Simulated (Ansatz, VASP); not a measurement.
Two plane-wave programs on TiN

INCAR

```
SYSTEM = TiN
PREC = Accurate
ENCUT = 520
EDIFF = 1E-7
ISMEAR = 0
SIGMA = 0.15
LREAL = .FALSE.
LASPH = .TRUE.
NELM = 60
ALGO = Normal
ISIF = 2
LWAVE = .FALSE.
LCHARG = .FALSE.
GGA = PS
NBANDS = 16
```

Contents of KPOINTS:

```
regular mesh
0
G
  20 20 20
  0 0 0
```

POSCAR

```
TiN
1.0
    0.0000000000      2.1565869739      2.1565869739
    2.1565869739      0.0000000000      2.1565869739
    2.1565869739      2.1565869739      0.0000000000
Ti N
1 1
Direct
    0.0000000000      0.0000000000      0.0000000000
    0.5000000000      0.5000000000      0.5000000000
```

Input for Ansatz:

```yaml
crystal:
  lattice:
    - [0.0, 2.1565869739, 2.1565869739]
    - [2.1565869739, 0.0, 2.1565869739]
    - [2.1565869739, 2.1565869739, 0.0]
  atoms:
    - { symbol: Ti, position: [0.0, 0.0, 0.0] }
    - { symbol: "N", position: [0.5, 0.5, 0.5] }
basis:
  ecutwfc: 520.0
kpoints:
  mp_grid: { grid: [20, 20, 20] }
hamiltonian:
  xc: pbesol
  pseudopotentials: { kind: paw, azcp: { folder: soft_1 } }
scf:
  occupations: { method: gaussian, width: 0.15 }
  lower_state_search: "off"
output:
  forces: true
  stress: true
  eigenvalues: true
```

Alike in both runs: task single point; functional PBEsol; k mesh 20 × 20 × 20; occupations gaussian, width 0.15 eV; no spin polarisation.

|  | VASP | Ansatz |
| --- | --- | --- |
| version | VASP 6.6.1 | Ansatz 0.2.0 |
| potentials or method | VASP PAW PBE potentials, release 64 (Ti_sv, N), cutoff 520 eV | scalar-relativistic, plane waves, PAW |
| valence electrons in the cell | 17 | 17 |

Ansatz gave:

- gap on the k mesh at the Fermi level (eV): none
- pressure (GPa): -19.6

Problem. Estimate VASP's values.

Solution. gap on the k mesh at the Fermi level (eV): none; pressure (GPa): -19.2.

VASP's potentials were made for PBE, not for PBEsol, and Ansatz warns of the same on its side. A gap of «none» marks a metal or a gap that the smearing closes. The functional is the same, so the differences come from potentials, cutoffs and numerics.
